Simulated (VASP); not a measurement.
# GePt (anti NiAs type) (P6_3/mmc) in VASP: single point with PBE

Aim: the single point of GePt (anti NiAs type) with PBE.

Everything below comes from runs of VASP 6.6.1. Logs are shortened: lines on timing, memory, paths and dates and some standing lists are left out, and cuts for length are marked.

## 1. The cell of the first run

The structure is hexagonal, space group P6_3/mmc (No. 194). Conventional cell: a = 2.872 Å, b = 2.872 Å, c = 8.080 Å, α = 90.00°, β = 90.00°, γ = 120.00°. Ge (site symmetry -3m) has 6 Pt at 2.61 Å and 6 Ge at 2.87 Å within 3.4 Å. Pt (site symmetry -6m2) has 6 Ge at 2.61 Å and 6 Pt at 2.87 Å within 3.4 Å.

## 2. Single point, PBE

The input, INCAR:

```
SYSTEM = GePt
  ALGO = Normal
  EDIFF = 1E-6
  ENCUT = 520
  GGA = PE
  ISIF = 2
  ISMEAR = -1
  LASPH = .TRUE.
  LCHARG = .FALSE.
  LREAL = .FALSE.
  LWAVE = .FALSE.
  NBANDS = 32
  NELM = 60
  PREC = Accurate
  SIGMA = 0.1
```

The input, KPOINTS:

```
k-points
0
G
  10 10 6
  0 0 0
```

The input, POSCAR:

```
GePt
1.0
    2.8718972703      0.0000000000      0.0000000000
   -1.4359486351      2.4871359931      0.0000000000
    0.0000000000      0.0000000000      8.0804662056
Ge Pt
2 2
Direct
    0.0000000000      0.0000000000      0.0000000000
    0.0000000000      0.0000000000      0.5000000000
    0.3333333333      0.6666666667      0.2500000000
    0.6666666667      0.3333333333      0.7500000000
```

Potentials or basis: VASP PAW PBE potentials, release 64 (Ge_d, Pt).

Started as:

```bash
> cat potpaw_PBE.64/Ge_d/POTCAR potpaw_PBE.64/Pt/POTCAR > POTCAR
> mpirun -np 1 vasp_std > vasp.out
```

OUTCAR:

```text
SYSTEM = GePt
   EDIFF = 1E-6
   ENCUT = 520
   GGA = PE
   ISIF = 2
   ISMEAR = -1
   LASPH = .TRUE.
   LREAL = .FALSE.
   NELM = 60
   PREC = Accurate

 ion  position               nearest neighbor table
   1  0.000  0.000  0.000-   3 2.61   4 2.61   3 2.61   4 2.61   4 2.61   3 2.61
   2  0.000  0.000  0.500-   3 2.61   4 2.61   3 2.61   4 2.61   4 2.61   3 2.61
   3  0.333  0.667  0.250-   1 2.61   2 2.61   1 2.61   2 2.61   1 2.61   2 2.61
   4  0.667  0.333  0.750-   1 2.61   2 2.61   1 2.61   2 2.61   1 2.61   2 2.61

  LATTYP: Found a hexagonal cell.
 ALAT       =     2.8718972703
 C/A-ratio  =     2.8136334434

  Lattice vectors:

 A1 = (   2.8718972703,   0.0000000000,   0.0000000000)
 A2 = (  -1.4359486351,   2.4871359931,   0.0000000000)
 A3 = (   0.0000000000,   0.0000000000,   8.0804662056)

Analysis of symmetry for initial positions (statically):
=====================================================================
 Subroutine PRICEL returns:
 Original cell was already a primitive cell.

 Routine SETGRP: Setting up the symmetry group for a
 hexagonal supercell.

 Subroutine GETGRP returns: Found 24 space group operations
 (whereof 12 operations were pure point group operations)
 out of a pool of 24 trial point group operations.

The static configuration has the point symmetry D_3d.
 The point group associated with its full space group is D_6h.

Analysis of symmetry for dynamics (positions and initial velocities):
=====================================================================
 Subroutine PRICEL returns:
 Original cell was already a primitive cell.

 Routine SETGRP: Setting up the symmetry group for a
 hexagonal supercell.

 Subroutine GETGRP returns: Found 24 space group operations
 (whereof 12 operations were pure point group operations)
 out of a pool of 24 trial point group operations.

The dynamic configuration has the point symmetry D_3d.
 The point group associated with its full space group is D_6h.

 Subroutine INISYM returns: Found 24 space group operations
 (whereof 12 operations are pure point group operations),
 and found     1 'primitive' translations

----------------------------------------------------------------------------------------

                                     Primitive cell

  volume of cell :      57.7171

  direct lattice vectors                    reciprocal lattice vectors
[... 83 lines left out ...]
   ISTART =      0    job   : 0-new  1-cont  2-samecut
   ICHARG =      2    charge: 1-file 2-atom 10-const
   ISPIN  =      1    spin polarized calculation?
   LNONCOLLINEAR =      F non collinear calculations
   LSORBIT =      F    spin-orbit coupling
   LASPH  =      T    aspherical Exc in radial PAW
   ENCUT  =  520.0 eV  38.22 Ry    6.18 a.u.   5.34  5.34 15.02*2*pi/ulx,y,z
   NELM   =     60;   NELMIN=  2; NELMDL= -5     # of ELM steps
   EDIFF  = 0.1E-05   stopping-criterion for ELM
   LREAL  =      F    real-space projection
   EDIFFG = 0.1E-04   stopping-criterion for IOM
   NSW    =      0    number of steps for IOM
   IBRION =     -1    ionic relax: 0-MD 1-quasi-New 2-CG
   NFREE  =      0    steps in history (QN), initial steepest desc. (CG)
   ISIF   =      2    stress and relaxation
   ISYM   =      2    0-nonsym 1-usesym 2-fastsym
   POTIM  = 0.5000    time-step for ionic-motion
   TEBEG  =    0.0;   TEEND  =   0.0 temperature during run
   PSTRESS=    0.0 pullay stress
   NELECT =      48.0000    total number of electrons
   NUPDOWN=      -1.0000    fix difference up-down
   EMIN   =  10.00;   EMAX   =-10.00  energy-range for DOS
   EFERMI =   0.00;   METHOD = LEGACY
   ISMEAR =    -1;   SIGMA  =   0.10  broadening in eV -4-tet -1-fermi 0-gaus
   EFERMI_NEDOS =   21; number of points for ismear=-14 and -15
   IALGO  =     38    algorithm
   IMIX   =      4    mixing-type and parameters
     AMIX     =   0.40;   BMIX     =  1.00
     AMIX_MAG =   1.60;   BMIX_MAG =  1.00
  volume/ion in A,a.u.               =      14.43        97.37
  Fermi-wavevector in a.u.,A,eV,Ry     =   1.539526  2.909282 32.247706  2.370140
  Thomas-Fermi vector in A             =   2.645741
   LORBIT       =      0    0 simple, 1 ext, 2 COOP (PROOUT), +10 PAW based schemes
   GGA     = PE    functional components
   LHFCALC =     F    Hartree Fock is set to
   AEXX    =    0.0000 exact exchange contribution
   IVDW    =     0    specifies the selected vdW correction
   LEPSILON=     F    determine dielectric tensor
   LRPA    =     F    only Hartree local field effects (RPA)
 non-spin polarized calculation
  energy-cutoff  :      520.00
  volume of cell :       57.72
 maximum number of plane-waves:      1591
 NGX is ok and might be reduce to    24
   NGX = 11   NGY = 11   NGZ = 31

 number of electron      48.0000008 magnetization

 Free energy of the ion-electron system (eV)
  ---------------------------------------------------
  ext. energy  EPLUGINS =         0.00000000
  ---------------------------------------------------
  free energy    TOTEN  =       -21.42887143 eV

  energy without entropy =      -21.36187509  energy(sigma->0) =      -21.39537326

 E-fermi :  11.4566     XC(G=0): -13.2189

 val. band max:       11.4138439376   @ k =   0.3000   0.2000   0.3333
 cond. band min:      11.4727523579   @ k =   0.3000   0.3000   0.1667
 fundamental gap:      0.0589084202
 Fermi energy:        11.4566216804

 k-point     1 :       0.0000    0.0000    0.0000
  band No.  band energies     occupation
      1     -13.7702      2.00000
      2     -13.7702      2.00000
      3     -13.7678      2.00000
      4     -13.7678      2.00000
      5     -13.7385      2.00000
      6     -13.7290      2.00000
[... 829 lines left out ...]
     31      18.0341      0.00000
     32      19.9458      0.00000

 [... further k-points ...]
[... 5 lines left out ...]
  --------------------------------------------------------------------------------------
  -------------------------------------------------------------------------------------
  Total        8.3514899      8.3514899      8.4087938      0.0000000     -0.0000000     -0.0000000
  in kB      231.8300301    231.8300301    233.4207348      0.0000000     -0.0000000     -0.0000000
  external PRESSURE =     232.3602650 kB  Pullay stress =       0.0000000 kB

 VOLUME and BASIS-vectors are now :
 -----------------------------------------------------------------------------
  energy-cutoff  :      520.00
  volume of cell :       57.72
      direct lattice vectors                 reciprocal lattice vectors
     2.871897270  0.000000000  0.000000000     0.348201870  0.201034443  0.000000000
    -1.435948635  2.487135993  0.000000000     0.000000000  0.402068887  0.000000000
     0.000000000  0.000000000  8.080466206     0.000000000  0.000000000  0.123755236

 POSITION                                       TOTAL-FORCE (eV/Angst)
 -----------------------------------------------------------------------------------
      0.00000      0.00000      0.00000         0.000000      0.000000      0.000000
      0.00000      0.00000      4.04023        -0.000000      0.000000      0.000000
     -0.00000      1.65809      2.02012        -0.000000     -0.000000      0.000000
      1.43595      0.82905      6.06035         0.000000      0.000000      0.000000
 -----------------------------------------------------------------------------------
    total drift:                               -0.000000      0.000000      0.000000

  FREE ENERGIE OF THE ION-ELECTRON SYSTEM (eV)
  ---------------------------------------------------
  free  energy   TOTEN  =       -21.4288714342 eV

  energy  without entropy=      -21.3618750887  energy(sigma->0) =      -21.39537326
```

Wall time 2.2 min (1 thread of Intel Xeon 8259CL, shared host); peak memory 0.24 GiB.

What came out:

```
Free energy            : -21.4289 eV
Pressure               : 23.2 GPa
Band gap on the k mesh : zero (band 24 reaches 11.87 eV, above the bottom of band 25 at 11.02 eV)
```

Stress tensor (GPa, compression positive):
```
23.18  0.00  0.00
 0.00 23.18  0.00
 0.00  0.00 23.34
```

Levels at points of the mesh, in eV from the Fermi level:
```tsv
k point	band 21	band 22	band 23	band 24	band 25	band 26	band 27	band 28
(0.00, 0.00, 0.00)	-2.79	-2.79	-2.73	-2.73	2.02	8.47	8.47	8.60
(0.50, 0.00, 0.00)	-3.07	-1.92	-0.98	-0.97	0.65	2.09	3.35	4.89
(0.00, 0.00, 0.50)	-2.75	-2.75	-2.75	-2.75	5.01	5.01	8.48	8.48
(0.50, 0.00, 0.50)	-0.98	-0.98	-0.80	-0.80	0.62	0.62	4.06	4.06
```

Caveat: spin-orbit coupling is left out, which moves the levels of the heavy elements.
